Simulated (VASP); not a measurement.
Te, 3 atoms in the cell. It takes space group P3_121 (No. 152, trigonal). Conventional cell: a = 4.471 Å, b = 4.471 Å, c = 5.949 Å, α = 90.00°, β = 90.00°, γ = 120.00°. Within 3.8 Å of Te (site symmetry 2) lie 6 Te at 2.85 to 3.50 Å. 

| Item | Value |
| --- | --- |
| Program | VASP 6.6.1 |
| Task | single point |
| Functional | PBE-based screened hybrid with 5 % exact exchange |
| Potentials or basis | VASP PAW PBE potentials, release 64 (Te) |
| Cutoff | 520 eV |
| k mesh | 6 × 6 × 2 |
| Occupations | gaussian, width 0.01 eV |
| Spin | no spin polarisation |
| Dipole correction | no |
| Grid for exact exchange (PRECFOCK) | Normal |
| Share of exact exchange | 0.05 |
| Further INCAR settings | ALGO = Normal; EDIFF = 1e-06; NBANDS = 16 |
| Screening parameter | 0.2078 1/Å |

Potentials or basis: VASP PAW PBE potentials, release 64 (Te).

Run with:

```bash
$ cat potpaw_PBE.64/Te/POTCAR > POTCAR
$ cp INCAR.step1 INCAR
$ mpirun -np 1 vasp_std > vasp.out
$ cp INCAR.step2 INCAR
$ mpirun -np 1 vasp_std > vasp.out
```

Hardware: 1 thread of Intel Xeon 8259CL, on a shared host.

Q: How long does it take, and how much memory?

A: Run time: 62 min on 1 thread of Intel Xeon 8259CL, on a shared host, peak memory 0.36 GiB. Counts: k points 14.
